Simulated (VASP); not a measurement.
# BN (F-43m) in VASP: notebook

BN is run at these levels: PBE; tasks: single point, relaxation of cell and atoms.

Everything below comes from runs of VASP 6.6.1. Logs are shortened: lines on timing, memory, paths and dates and some standing lists are left out, and cuts for length are marked.

## 1. The cell of the first run

The structure is cubic, space group F-43m (No. 216). The conventional cell has a = 3.625 Å, b = 3.625 Å, c = 3.625 Å, α = 90.00°, β = 90.00°, γ = 90.00°. Within 2.1 Å of B (site symmetry -43m) lie 4 N at 1.57 Å. N (site symmetry -43m) has 4 B at 1.57 Å within 2.1 Å.

## 2. Single point, PBE

File INCAR:

```
PREC     = Accurate       # precision mode
ENCUT    = 520            # plane-wave cutoff, eV
EDIFF    = 1E-6           # SCF threshold, eV
ISMEAR   = 0              # smearing method
SIGMA    = 0.1            # smearing width, eV
LREAL    = F              # projectors in reciprocal space
LASPH    = T              # aspherical terms in the spheres
NELM     = 80             # most SCF steps
ALGO     = Normal         # electronic algorithm
ISIF     = 2              # what is computed and relaxed
LWAVE    = F              # write WAVECAR
LCHARG   = T              # write CHGCAR
GGA      = PE             # functional
LELF     = T              # ELF
LVHAR    = T            
NBANDS   = 11             # bands
```

File KPOINTS:

```
regular mesh
0
Gamma
  8 8 8
```

File POSCAR:

```
BN
1.0
    0.0000000000      1.8123237860      1.8123237860
    1.8123237860      0.0000000000      1.8123237860
    1.8123237860      1.8123237860      0.0000000000
B N
1 1
Direct
    0.0000000000      0.0000000000      0.0000000000
    0.2500000000      0.2500000000      0.2500000000
```

Potentials or basis: VASP PAW PBE potentials, release 64 (B, N).

Run with:

```bash
$ cat potpaw_PBE.64/B/POTCAR potpaw_PBE.64/N/POTCAR > POTCAR
$ mpirun -np 1 vasp_std > vasp.out
```

OUTCAR:

```text
PREC = Accurate
   ENCUT = 520
   EDIFF = 1E-6
   ISMEAR = 0
   LREAL = F
   LASPH = T
   NELM = 80
   ISIF = 2
   GGA = PE

 ion  position               nearest neighbor table
   1  0.000  0.000  0.000-   2 1.57   2 1.57   2 1.57   2 1.57
   2  0.250  0.250  0.250-   1 1.57   1 1.57   1 1.57   1 1.57

  LATTYP: Found a face centered cubic cell.
 ALAT       =     3.6246475720

  Lattice vectors:

 A1 = (   0.0000000000,   1.8123237860,   1.8123237860)
 A2 = (   1.8123237860,   0.0000000000,   1.8123237860)
 A3 = (   1.8123237860,   1.8123237860,   0.0000000000)

Analysis of symmetry for initial positions (statically):
=====================================================================
 Subroutine PRICEL returns:
 Original cell was already a primitive cell.

 Routine SETGRP: Setting up the symmetry group for a
 face centered cubic supercell.

 Subroutine GETGRP returns: Found 24 space group operations
 (whereof 24 operations were pure point group operations)
 out of a pool of 48 trial point group operations.

The static configuration has the point symmetry T_d .

Analysis of symmetry for dynamics (positions and initial velocities):
=====================================================================
 Subroutine PRICEL returns:
 Original cell was already a primitive cell.

 Routine SETGRP: Setting up the symmetry group for a
 face centered cubic supercell.

 Subroutine GETGRP returns: Found 24 space group operations
 (whereof 24 operations were pure point group operations)
 out of a pool of 48 trial point group operations.

The dynamic configuration has the point symmetry T_d .

 Subroutine INISYM returns: Found 24 space group operations
 (whereof 24 operations are pure point group operations),
 and found     1 'primitive' translations

----------------------------------------------------------------------------------------

                                     Primitive cell

  volume of cell :      11.9052

  direct lattice vectors                    reciprocal lattice vectors
     0.000000000  1.812323786  1.812323786    -0.275888891  0.275888891  0.275888891
     1.812323786  0.000000000  1.812323786     0.275888891 -0.275888891  0.275888891
     1.812323786  1.812323786  0.000000000     0.275888891  0.275888891 -0.275888891

  length of vectors
     2.563012878  2.563012878  2.563012878     0.477853577  0.477853577  0.477853577

  position of ions in fractional coordinates (direct lattice)
     0.000000000  0.000000000  0.000000000
     0.250000000  0.250000000  0.250000000

  ion indices of the primitive-cell ions
   primitive index   ion index
                 1           1
                 2           2

----------------------------------------------------------------------------------------

 KPOINTS: regular mesh

Automatic generation of k-mesh.
 Grid dimensions read from file:
 generate k-points for:    8    8    8

 Generating k-lattice:

  Cartesian coordinates                     Fractional coordinates (reciprocal lattice)
    -0.034486111  0.034486111  0.034486111     0.125000000  0.000000000  0.000000000
     0.034486111 -0.034486111  0.034486111     0.000000000  0.125000000  0.000000000
     0.034486111  0.034486111 -0.034486111     0.000000000  0.000000000  0.125000000

  Length of vectors
     0.059731697  0.059731697  0.059731697

  Shift w.r.t. Gamma in fractional coordinates (k-lattice)
     0.000000000  0.000000000  0.000000000

 Subroutine IBZKPT returns following result:
 ===========================================

 Found     29 irreducible k-points:

 Following reciprocal coordinates:
            Coordinates               Weight
  0.000000  0.000000  0.000000      1.000000
  0.125000  0.000000  0.000000      8.000000
  0.250000  0.000000  0.000000      8.000000
  0.375000  0.000000  0.000000      8.000000
  0.500000  0.000000  0.000000      4.000000
  0.125000  0.125000  0.000000      6.000000
[... 16 lines left out ...]
  0.500000  0.250000  0.125000     48.000000
 -0.375000  0.250000  0.125000     24.000000
 [... further k-points ...]
   k-points           NKPTS =     29   k-points in BZ     NKDIM =     29   number of bands    NBANDS=     11
   number of dos      NEDOS =    301   number of ions     NIONS =      2
   total plane-waves  NPLWV =   8000
   dimension x,y,z NGX =    20 NGY =   20 NGZ =   20
   dimension x,y,z NGXF=    40 NGYF=   40 NGZF=   40
   ions per type =               1   1
   NGX,Y,Z   is equivalent  to a cutoff of  12.97, 12.97, 12.97 a.u.
   NGXF,Y,Z  is equivalent  to a cutoff of  25.95, 25.95, 25.95 a.u.
 SYSTEM =  unknown system
   PREC   = accura    normal or accurate (medium, high low for compatibility)
   ISTART =      0    job   : 0-new  1-cont  2-samecut
   ICHARG =      2    charge: 1-file 2-atom 10-const
   ISPIN  =      1    spin polarized calculation?
   LNONCOLLINEAR =      F non collinear calculations
   LSORBIT =      F    spin-orbit coupling
   LASPH  =      T    aspherical Exc in radial PAW
   ENCUT  =  520.0 eV  38.22 Ry    6.18 a.u.   4.77  4.77  4.77*2*pi/ulx,y,z
   NELM   =     80;   NELMIN=  2; NELMDL= -5     # of ELM steps
   EDIFF  = 0.1E-05   stopping-criterion for ELM
   LREAL  =      F    real-space projection
[... 7 lines left out ...]
   TEBEG  =    0.0;   TEEND  =   0.0 temperature during run
   PSTRESS=    0.0 pullay stress
   NELECT =       8.0000    total number of electrons
   NUPDOWN=      -1.0000    fix difference up-down
   EMIN   =  10.00;   EMAX   =-10.00  energy-range for DOS
   EFERMI =   0.00;   METHOD = LEGACY
   ISMEAR =     0;   SIGMA  =   0.10  broadening in eV -4-tet -1-fermi 0-gaus
   EFERMI_NEDOS =   21; number of points for ismear=-14 and -15
   IALGO  =     38    algorithm
   IMIX   =      4    mixing-type and parameters
     AMIX     =   0.40;   BMIX     =  1.00
     AMIX_MAG =   1.60;   BMIX_MAG =  1.00
  volume/ion in A,a.u.               =       5.95        40.17
  Fermi-wavevector in a.u.,A,eV,Ry     =   1.433923  2.709721 27.975401  2.056134
  Thomas-Fermi vector in A             =   2.553388
   LORBIT       =      0    0 simple, 1 ext, 2 COOP (PROOUT), +10 PAW based schemes
   GGA     = PE    functional components
   LHFCALC =     F    Hartree Fock is set to
   AEXX    =    0.0000 exact exchange contribution
   IVDW    =     0    specifies the selected vdW correction
   LEPSILON=     F    determine dielectric tensor
   LRPA    =     F    only Hartree local field effects (RPA)
 non-spin polarized calculation
 Gauss-broadening in eV      SIGMA  =   0.10
  energy-cutoff  :      520.00
  volume of cell :       11.91
 maximum number of plane-waves:       332
   NGX =  9   NGY =  9   NGZ =  9

 number of electron       7.9999999 magnetization

 Free energy of the ion-electron system (eV)
  ---------------------------------------------------
  ext. energy  EPLUGINS =         0.00000000
  ---------------------------------------------------
  free energy    TOTEN  =       -17.45070773 eV

  energy without entropy =      -17.45070773  energy(sigma->0) =      -17.45070773

 E-fermi :   7.7101     XC(G=0): -12.7825

 val. band max:        7.3050170073   @ k =   0.0000   0.0000   0.0000
 cond. band min:      11.7556737559   @ k =   0.5000   0.5000   0.0000
 fundamental gap:      4.4506567486
 Fermi energy:         7.7101413665

 k-point     1 :       0.0000    0.0000    0.0000
  band No.  band energies     occupation
      1     -12.8351      2.00000
      2       7.3050      2.00000
      3       7.3050      2.00000
      4       7.3050      2.00000
      5      16.0867      0.00000
      6      16.0867      0.00000
      7      16.0867      0.00000
      8      17.5245      0.00000
      9      31.9071      0.00000
     10      34.9760      0.00000
     11      34.9760      0.00000

 k-point     2 :       0.1250    0.0000    0.0000
  band No.  band energies     occupation
      1     -12.4586      2.00000
      2       5.4392      2.00000
      3       6.9280      2.00000
      4       6.9280      2.00000
      5      16.4335      0.00000
      6      16.6525      0.00000
      7      16.6525      0.00000
      8      18.7196      0.00000
      9      31.4880      0.00000
     10      31.8780      0.00000
     11      31.8780      0.00000

 k-point     3 :       0.2500    0.0000    0.0000
  band No.  band energies     occupation
      1     -11.3663      2.00000
      2       1.8584      2.00000
      3       6.1863      2.00000
      4       6.1863      2.00000
      5      16.8677      0.00000
      6      17.5953      0.00000
      7      17.5953      0.00000
      8      20.7705      0.00000
      9      30.6536      0.00000
     10      30.8293      0.00000
     11      30.8293      0.00000

 k-point     4 :       0.3750    0.0000    0.0000
  band No.  band energies     occupation
      1      -9.7560      2.00000
      2      -1.5681      2.00000
      3       5.5948      2.00000
      4       5.5948      2.00000
      5      17.2160      0.00000
      6      17.9604      0.00000
      7      17.9604      0.00000
      8      22.0734      0.00000
      9      30.4445      0.00000
     10      32.3376      0.00000
     11      32.3376      0.00000

 k-point     5 :       0.5000    0.0000    0.0000
  band No.  band energies     occupation
      1      -8.6560      2.00000
      2      -3.3119      2.00000
      3       5.3798      2.00000
      4       5.3798      2.00000
      5      17.3459      0.00000
      6      17.9666      0.00000
      7      17.9666      0.00000
      8      22.4799      0.00000
      9      30.6476      0.00000
     10      33.9289      0.00000
     11      34.0912      0.00000
[... 211 lines left out ...]
 k-point    21 :       0.5000    0.5000    0.0000
  band No.  band energies     occupation
      1      -7.3001      2.00000
      2      -1.5586      2.00000
      3       2.4403      2.00000
      4       2.4403      2.00000
      5      11.7557      0.00000
      6      16.4911      0.00000
      7      25.1004      0.00000
      8      25.1004      0.00000
      9      27.9534      0.00000
     10      34.3700      0.00000
     11      40.7998      0.00000

 k-point    22 :       0.3750    0.2500    0.1250
  band No.  band energies     occupation
      1     -10.4362      2.00000
      2       1.6315      2.00000
      3       3.3964      2.00000
      4       5.2977      2.00000
      5      15.8312      0.00000
      6      19.0985      0.00000
      7      19.8215      0.00000
      8      20.5484      0.00000
      9      26.7031      0.00000
     10      32.8804      0.00000
     11      34.4993      0.00000

 k-point    23 :       0.5000    0.2500    0.1250
  band No.  band energies     occupation
      1      -8.9334      2.00000
      2      -0.8674      2.00000
      3       2.5841      2.00000
      4       4.3801      2.00000
      5      16.6540      0.00000
      6      18.6085      0.00000
      7      20.9346      0.00000
      8      21.8590      0.00000
      9      27.3092      0.00000
     10      32.3997      0.00000
     11      34.6649      0.00000

 k-point    24 :      -0.3750    0.2500    0.1250
  band No.  band energies     occupation
      1      -7.9596      2.00000
      2      -2.3233      2.00000
      3       2.5095      2.00000
      4       3.8834      2.00000
      5      16.8628      0.00000
      6      18.4053      0.00000
      7      21.5718      0.00000
      8      22.9748      0.00000
      9      26.6840      0.00000
     10      33.0095      0.00000
     11      34.6570      0.00000

 [... further k-points ...]

------------------------ aborting loop because EDIFF is reached ----------------------------------------

  FORCE on cell =-STRESS in cart. coord.  units (eV):
  Direction    XX          YY          ZZ          XY          YZ          ZX
  --------------------------------------------------------------------------------------
  -------------------------------------------------------------------------------------
  Total        0.0193776      0.0193776      0.0193776     -0.0000000      0.0000000     -0.0000000
  in kB        2.6077963      2.6077963      2.6077963     -0.0000000      0.0000000     -0.0000000
  external PRESSURE =       2.6077963 kB  Pullay stress =       0.0000000 kB

 VOLUME and BASIS-vectors are now :
 -----------------------------------------------------------------------------
  energy-cutoff  :      520.00
  volume of cell :       11.91
      direct lattice vectors                 reciprocal lattice vectors
     0.000000000  1.812323786  1.812323786    -0.275888891  0.275888891  0.275888891
     1.812323786  0.000000000  1.812323786     0.275888891 -0.275888891  0.275888891
     1.812323786  1.812323786  0.000000000     0.275888891  0.275888891 -0.275888891

 POSITION                                       TOTAL-FORCE (eV/Angst)
 -----------------------------------------------------------------------------------
      0.00000      0.00000      0.00000         0.000000      0.000000      0.000000
      0.90616      0.90616      0.90616        -0.000000     -0.000000     -0.000000
 -----------------------------------------------------------------------------------
    total drift:                                0.000000      0.000000      0.000000

  FREE ENERGIE OF THE ION-ELECTRON SYSTEM (eV)
  ---------------------------------------------------
  free  energy   TOTEN  =       -17.4507077329 eV

  energy  without entropy=      -17.4507077329  energy(sigma->0) =      -17.45070773
```

Run time: 4.6 s. Hardware: 1 thread of AMD EPYC 7R43 (Zen 3), shared host; peak memory 0.08 GiB.

Results:

| Item | Value |
| --- | --- |
| Free energy | -17.4507 eV |
| Pressure | 0.3 GPa |
| Band gap on the k mesh | 4.45 eV, indirect (least direct gap 8.78 eV) |

Levels at points of the mesh, in eV from the valence-band top:
```csv
k point,band 2,band 3,band 4,band 5,band 6,band 7
"(0.00, 0.00, 0.00)",0.00,0.00,0.00,8.78,8.78,8.78
"(0.50, 0.00, 0.00)",-10.62,-1.93,-1.93,10.04,10.66,10.66
"(0.50, 0.50, 0.00)",-8.86,-4.86,-4.86,4.45,9.19,17.80
```

[end of part 1 of 2]
